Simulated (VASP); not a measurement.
# CdTe (zincblende type) (F-43m) in VASP: further runs, part 2 of 2

VASP 6.6.1. The steps go on from the part before.

## Step 3: Relaxation of cell and atoms, PBE, target pressure 40 GPa, at which the enthalpy is minimised

File INCAR:

```
SYSTEM = CdTe
  PREC = Accurate
  ENCUT = 600
  EDIFF = 1E-6
  ISMEAR = -1
  SIGMA = 0.05
  LREAL = .FALSE.
  LASPH = .TRUE.
  NELM = 80
  ALGO = Normal
  ISIF = 3
  LWAVE = .FALSE.
  LCHARG = .FALSE.
  GGA = PE
  IBRION = 2
  NSW = 32
  EDIFFG = -0.005
  PSTRESS = 400.0
```

File KPOINTS:

```
Automatic mesh
0
G
  12 12 12
  0 0 0
```

File POSCAR:

```
CdTe
1.0
    0.0000000000      2.8777731523      2.8777731523
    2.8777731523      0.0000000000      2.8777731523
    2.8777731523      2.8777731523      0.0000000000
Cd Te
1 1
Direct
    0.0000000000      0.0000000000      0.0000000000
    0.2500000000      0.2500000000      0.2500000000
```

Potentials or basis: VASP PAW PBE potentials, release 64 (Cd, Te).

The run is started by

```bash
$ cat potpaw_PBE.64/Cd/POTCAR potpaw_PBE.64/Te/POTCAR > POTCAR
$ mpirun -np 1 vasp_std > vasp.out
```

OUTCAR:

```text
SYSTEM = CdTe
   PREC = Accurate
   ENCUT = 600
   EDIFF = 1E-6
   ISMEAR = -1
   LREAL = .FALSE.
   LASPH = .TRUE.
   NELM = 80
   ISIF = 3
   GGA = PE
   IBRION = 2
   NSW = 32
   EDIFFG = -0.005
   PSTRESS = 400.0

 ion  position               nearest neighbor table
   1  0.000  0.000  0.000-   2 2.49   2 2.49   2 2.49   2 2.49
   2  0.250  0.250  0.250-   1 2.49   1 2.49   1 2.49   1 2.49

  LATTYP: Found a face centered cubic cell.
 ALAT       =     5.7555463046

  Lattice vectors:

 A1 = (   0.0000000000,   2.8777731523,   2.8777731523)
 A2 = (   2.8777731523,   0.0000000000,   2.8777731523)
 A3 = (   2.8777731523,   2.8777731523,   0.0000000000)

Analysis of symmetry for initial positions (statically):
=====================================================================
 Subroutine PRICEL returns:
 Original cell was already a primitive cell.

 Routine SETGRP: Setting up the symmetry group for a
 face centered cubic supercell.

 Subroutine GETGRP returns: Found 24 space group operations
 (whereof 24 operations were pure point group operations)
 out of a pool of 48 trial point group operations.

The static configuration has the point symmetry T_d .

Analysis of symmetry for dynamics (positions and initial velocities):
=====================================================================
 Subroutine PRICEL returns:
 Original cell was already a primitive cell.

 Routine SETGRP: Setting up the symmetry group for a
 face centered cubic supercell.

 Subroutine GETGRP returns: Found 24 space group operations
 (whereof 24 operations were pure point group operations)
 out of a pool of 48 trial point group operations.

The dynamic configuration has the point symmetry T_d .

 Subroutine INISYM returns: Found 24 space group operations
 (whereof 24 operations are pure point group operations),
 and found     1 'primitive' translations

----------------------------------------------------------------------------------------

                                     Primitive cell

  volume of cell :      47.6650

  direct lattice vectors                    reciprocal lattice vectors
     0.000000000  2.877773152  2.877773152    -0.173745453  0.173745453  0.173745453
     2.877773152  0.000000000  2.877773152     0.173745453 -0.173745453  0.173745453
     2.877773152  2.877773152  0.000000000     0.173745453  0.173745453 -0.173745453

  length of vectors
     4.069785821  4.069785821  4.069785821     0.300935952  0.300935952  0.300935952

  position of ions in fractional coordinates (direct lattice)
     0.000000000  0.000000000  0.000000000
     0.250000000  0.250000000  0.250000000

  ion indices of the primitive-cell ions
   primitive index   ion index
                 1           1
                 2           2

----------------------------------------------------------------------------------------

 KPOINTS: Automatic mesh

Automatic generation of k-mesh.
 Grid dimensions read from file:
 generate k-points for:   12   12   12

 Generating k-lattice:

  Cartesian coordinates                     Fractional coordinates (reciprocal lattice)
    -0.014478788  0.014478788  0.014478788     0.083333333  0.000000000  0.000000000
     0.014478788 -0.014478788  0.014478788     0.000000000  0.083333333  0.000000000
     0.014478788  0.014478788 -0.014478788     0.000000000  0.000000000  0.083333333
[... 49 lines left out ...]
   ISTART =      0    job   : 0-new  1-cont  2-samecut
   ICHARG =      2    charge: 1-file 2-atom 10-const
   ISPIN  =      1    spin polarized calculation?
   LNONCOLLINEAR =      F non collinear calculations
   LSORBIT =      F    spin-orbit coupling
   LASPH  =      T    aspherical Exc in radial PAW
   ENCUT  =  600.0 eV  44.10 Ry    6.64 a.u.   8.13  8.13  8.13*2*pi/ulx,y,z
   NELM   =     80;   NELMIN=  2; NELMDL= -5     # of ELM steps
   EDIFF  = 0.1E-05   stopping-criterion for ELM
   LREAL  =      F    real-space projection
   EDIFFG = -.5E-02   stopping-criterion for IOM
   NSW    =     32    number of steps for IOM
   IBRION =      2    ionic relax: 0-MD 1-quasi-New 2-CG
   NFREE  =      1    steps in history (QN), initial steepest desc. (CG)
   ISIF   =      3    stress and relaxation
   ISYM   =      2    0-nonsym 1-usesym 2-fastsym
   POTIM  = 0.5000    time-step for ionic-motion
   TEBEG  =    0.0;   TEEND  =   0.0 temperature during run
   PSTRESS=  400.0 pullay stress
   NELECT =      18.0000    total number of electrons
   NUPDOWN=      -1.0000    fix difference up-down
   EMIN   =  10.00;   EMAX   =-10.00  energy-range for DOS
   EFERMI =   0.00;   METHOD = LEGACY
   ISMEAR =    -1;   SIGMA  =   0.05  broadening in eV -4-tet -1-fermi 0-gaus
   EFERMI_NEDOS =   21; number of points for ismear=-14 and -15
   IALGO  =     38    algorithm
   IMIX   =      4    mixing-type and parameters
     AMIX     =   0.40;   BMIX     =  1.00
     AMIX_MAG =   1.60;   BMIX_MAG =  1.00
  volume/ion in A,a.u.               =      23.83       160.83
  Fermi-wavevector in a.u.,A,eV,Ry     =   1.183312  2.236135 19.051235  1.400226
  Thomas-Fermi vector in A             =   2.319548
   LORBIT       =      0    0 simple, 1 ext, 2 COOP (PROOUT), +10 PAW based schemes
   GGA     = PE    functional components
   LHFCALC =     F    Hartree Fock is set to
   AEXX    =    0.0000 exact exchange contribution
   IVDW    =     0    specifies the selected vdW correction
   LEPSILON=     F    determine dielectric tensor
   LRPA    =     F    only Hartree local field effects (RPA)
 conjugate gradient relaxation of ions
 non-spin polarized calculation
  energy-cutoff  :      600.00
  volume of cell :       47.67
 maximum number of plane-waves:      1639
 NGX is ok and might be reduce to    36
   NGX = 17   NGY = 17   NGZ = 17

--------------------------------------- Ionic step        1  -------------------------------------------

 number of electron      18.0000002 magnetization

 Free energy of the ion-electron system (eV)
  ---------------------------------------------------
  ext. energy  EPLUGINS =         0.00000000
  ---------------------------------------------------
  free energy    TOTEN  =        -2.70138120 eV

  energy without entropy =       -2.70138119  energy(sigma->0) =       -2.70138120

------------------------ aborting loop because EDIFF is reached ----------------------------------------

  FORCE on cell =-STRESS in cart. coord.  units (eV):
  Direction    XX          YY          ZZ          XY          YZ          ZX
  --------------------------------------------------------------------------------------
  -------------------------------------------------------------------------------------
  Total       12.0304274     12.0304274     12.0304274      0.0000000      0.0000000      0.0000000
  in kB      404.3821459    404.3821459    404.3821459      0.0000000      0.0000000      0.0000000
  external PRESSURE =       4.3821459 kB  Pullay stress =     400.0000000 kB
[... 63 lines left out ...]
--------------------------------------- Ionic step        3  -------------------------------------------

 number of electron      18.0000002 magnetization

 Free energy of the ion-electron system (eV)
  ---------------------------------------------------
  ext. energy  EPLUGINS =         0.00000000
  ---------------------------------------------------
  free energy    TOTEN  =        -2.72807285 eV

  energy without entropy =       -2.72807285  energy(sigma->0) =       -2.72807285

 E-fermi :   7.2104     XC(G=0): -10.2578

 val. band max:        6.4354096839   @ k =   0.0000   0.0000   0.0000
 cond. band min:       8.0017587785   @ k =   0.5000   0.5000   0.0000
 fundamental gap:      1.5663490946
 Fermi energy:         7.2103556204

 k-point     1 :       0.0000    0.0000    0.0000
  band No.  band energies     occupation
      1      -7.5261      2.00000
      2      -3.8750      2.00000
      3      -3.8750      2.00000
      4      -3.8750      2.00000
      5      -3.2575      2.00000
      6      -3.2575      2.00000
      7       6.4354      2.00000
      8       6.4354      2.00000
      9       6.4354      2.00000
     10       8.3026      0.00000
     11      10.5183      0.00000
     12      10.5183      0.00000
     13      10.5183      0.00000
[... 354 lines left out ...]
  band No.  band energies     occupation
      1      -6.6482      2.00000
      2      -3.7046      2.00000
      3      -3.6680      2.00000
      4      -3.2911      2.00000
      5      -3.2518      2.00000
      6      -2.4315      2.00000
      7      -0.2740      2.00000
      8       3.3290      2.00000
      9       4.5415      2.00000
     10       9.4267      0.00000
     11      10.9829      0.00000
     12      12.0911      0.00000
     13      14.4345      0.00000

 [... further k-points ...]

------------------------ aborting loop because EDIFF is reached ----------------------------------------

  FORCE on cell =-STRESS in cart. coord.  units (eV):
  Direction    XX          YY          ZZ          XY          YZ          ZX
  --------------------------------------------------------------------------------------
  -------------------------------------------------------------------------------------
  Total       11.9275593     11.9275593     11.9275593     -0.0000000      0.0000000      0.0000000
  in kB      400.0319516    400.0319516    400.0319516     -0.0000000      0.0000000      0.0000000
  external PRESSURE =       0.0319516 kB  Pullay stress =     400.0000000 kB
[... 21 lines left out ...]
  energy  without entropy=       -2.7280728512  energy(sigma->0) =       -2.72807285

  enthalpy is  TOTEN    =         9.1985337579 eV   P V=       11.9266066107

 reached required accuracy - stopping structural energy minimisation
```

OSZICAR:

```text
N       E                     dE             d eps       ncg     rms          rms(c)
DAV:   1     0.119559836941E+03    0.11956E+03   -0.97946E+03  1888   0.142E+03
[... 22 lines left out ...]
       N       E                     dE             d eps       ncg     rms          rms(c)
DAV:   1    -0.273676094097E+01    0.75923E-01   -0.16583E-01  2187   0.613E+00    0.670E-01
DAV:   2    -0.272893429001E+01    0.78267E-02   -0.20457E-02  2167   0.276E+00    0.275E-01
DAV:   3    -0.272819920574E+01    0.73508E-03   -0.16076E-03  1987   0.521E-01    0.221E-01
DAV:   4    -0.272807634434E+01    0.12286E-03   -0.34885E-04  2012   0.188E-01    0.220E-02
DAV:   5    -0.272807145492E+01    0.48894E-05   -0.34946E-05  2022   0.100E-01    0.227E-02
DAV:   6    -0.272807302152E+01   -0.15666E-05   -0.73886E-06  1947   0.285E-02    0.512E-03
DAV:   7    -0.272807285281E+01    0.16871E-06   -0.39998E-07   946   0.104E-02
   3 F= 0.91985338E+01 E0= 0.91985338E+01  d E =-.142943E-03
```

CONTCAR:

```text
CdTe
   1.00000000000000
     0.0000000000000000    2.8799116412613754    2.8799116412613754
     2.8799116412613754    0.0000000000000000    2.8799116412613754
     2.8799116412613754    2.8799116412613754    0.0000000000000000
  Cd              Te
     1     1
Direct
     0.0000000000000000    0.0000000000000000    0.0000000000000000
     0.2500000000000000    0.2500000000000000    0.2500000000000000

  0.00000000E+00  0.00000000E+00  0.00000000E+00
  0.00000000E+00  0.00000000E+00  0.00000000E+00
```

Wall time 55 s (1 thread of Intel Xeon 6975P-C (Granite Rapids), shared host); peak memory 0.24 GiB.

Results:

```
Free energy                                                : -2.7281 eV
Relaxed volume                                             : 23.89 Å³/atom
Relaxed cell                                               : a = 4.073 Å, b = 4.073 Å, c = 4.073 Å, α = 60.00°, β = 60.00°, γ = 60.00°
Space group after relaxing (to 0.1 Å)                      : F-43m (No. 216)
Energy change on relaxing (the run minimises the enthalpy) : -13.3 meV/atom
Ionic steps                                                : 3
Pressure after relaxing                                    : 40.0 GPa
Band gap on the k mesh                                     : 1.57 eV (least direct gap 1.87 eV)
```

Step by step:
| step | energy change (eV) | largest force (eV/Å) | pressure (GPa) | volume (Å³) |
| --- | --- | --- | --- | --- |
| 1 | 0.0000 | 0.0000 | 40.44 | 47.67 |
| 2 | -0.1113 | 0.0000 | 38.67 | 48.12 |
| 3 | -0.0267 | 0.0000 | 40.00 | 47.77 |

Final structure:
```yaml
crystal:
  lattice:
    - [0.00000, 2.87991, 2.87991]
    - [2.87991, 0.00000, 2.87991]
    - [2.87991, 2.87991, 0.00000]
  atoms:
    - { symbol: Cd, position: [0.00000, 0.00000, 0.00000] }
    - { symbol: Te, position: [0.25000, 0.25000, 0.25000] }
```

Levels at points of the mesh, in eV from the valence-band top:
| k point | band 6 | band 7 | band 8 | band 9 | band 10 | band 11 | band 12 | band 13 |
| --- | --- | --- | --- | --- | --- | --- | --- | --- |
| (0.00, 0.00, 0.00) | -9.69 | 0.00 | 0.00 | 0.00 | 1.87 | 4.08 | 4.08 | 4.08 |
| (0.50, 0.00, 0.00) | -8.96 | -7.05 | -1.49 | -1.49 | 2.06 | 4.78 | 4.78 | 6.64 |
| (0.50, 0.50, 0.00) | -8.67 | -6.41 | -3.47 | -3.47 | 1.57 | 2.13 | 10.89 | 10.89 |

Caveat: the cell is relaxed towards a set pressure, so the run minimises the enthalpy, not the energy; spin-orbit coupling is left out, which moves the levels of the heavy elements. A k mesh can miss the band edges.
